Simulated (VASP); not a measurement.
Set up this calculation in VASP 6.6.1, as the native input.

* Task: single point
* Functional: PBE
* Potentials or basis: VASP PAW PBE potentials, release 64 (C, Si)
* Cutoff: 520 eV
* k mesh: 2 × 2 × 2, shifted
* Occupations: gaussian, width 0.02 eV
* Spin: no spin polarisation
* Dipole correction: no
* Further INCAR settings: LREAL = Auto; ALGO = Normal; EDIFF = 1e-06; NBANDS = 83

The structure of Si30C (a cell with a defect) lies in POSCAR:

```
Si30C
1.0
   -5.7769209609      3.3353068718      6.3650226989
    5.7769209609     -3.3353068718      6.3650226989
    3.8512806405      6.6706137437     -6.3650226989
C Si
1 30
Direct
    0.1127447829     -0.2560223872     -0.0561410959
    0.7402467374      0.5823133250      0.2438667112
    0.1160672093      0.4508970069      0.5010409312
    0.6197013046      0.9467423695      0.5026776677
    0.4980621315      0.3333296751      0.7578031436
    1.0075548747      0.8070965636      0.7776565559
    0.8698067686      0.2025145407      0.0014027064
    0.3241933545      0.7029450219      0.9903093726
    0.3244374382      0.4857338981      0.2515304523
    0.8223058018      0.9916009655      0.2465549090
    0.2012606404      0.8730937355      0.5028505247
    0.6927710560      0.3626947417      0.4972708857
    0.5704675708      0.7433890437      0.7539675432
    0.0753051443      0.2346545597      0.7515268678
    0.9758753640      0.6338178964      0.9873408567
    0.4438977229      0.1174441920      0.0109756042
    0.4115059651      0.2493341736      0.2594903605
    0.9365265608      0.7642431745      0.2395630671
    0.3019494437      0.6400192438      0.4996311091
    0.8052287339      0.1358715757      0.5014834118
    0.6873771892      0.5195399679      0.7567424118
    0.1752727484      0.0016341819      0.7553787137
    0.0546335134      0.3934924815      0.0003252933
    0.5397244466      0.8822202495      1.0009377298
    0.4989709411      0.6787758075      0.2418169764
    0.0130226201      0.1824661806      0.2516615183
    0.3967788910      0.0640713087      0.5113892577
    0.8785938891      0.5508076372      0.4936153046
    0.7705280427      0.9231872275      0.7586248187
    0.2608203956      0.4285593741      0.7530057835
    0.6345699142      0.3004001311      0.0057006071
```

One way to write it, as run:

INCAR

```
SYSTEM = Si30C
ALGO     = Normal         ! electronic algorithm
EDIFF    = 1E-6           ! SCF threshold, eV
ENCUT    = 520            ! plane-wave cutoff, eV
GGA      = PE             ! functional
ISIF     = 2              ! what is computed and relaxed
ISMEAR   = 0              ! smearing method
LASPH    = .TRUE.         ! aspherical terms in the spheres
LCHARG   = .TRUE.         ! write CHGCAR
LELF     = .TRUE.         ! ELF
LREAL    = Auto         
LVHAR    = .TRUE.       
LWAVE    = .FALSE.        ! write WAVECAR
NBANDS   = 83             ! bands
NELM     = 60             ! most SCF steps
PREC     = Accurate       ! precision mode
SIGMA    = 0.02           ! smearing width, eV
```

KPOINTS

```
Automatic mesh
0
Gamma
  2 2 2
  0.5 0.5 0.5
```

Potentials or basis: VASP PAW PBE potentials, release 64 (C, Si).

Command:

```bash
$ cat potpaw_PBE.64/C/POTCAR potpaw_PBE.64/Si/POTCAR > POTCAR
$ mpirun -np 1 vasp_std > vasp.out
```

Results of the run:

| Quantity | Value |
| --- | --- |
| Pressure | -3.3 GPa |
| Largest force | 0.020 eV/Å |
| Band gap on the k mesh | 0.10 eV |

Wall time 5.3 min on 1 thread of Intel(R) Xeon(R) 6975P-C (Granite Rapids) (shared host), peak memory 0.77 GiB.
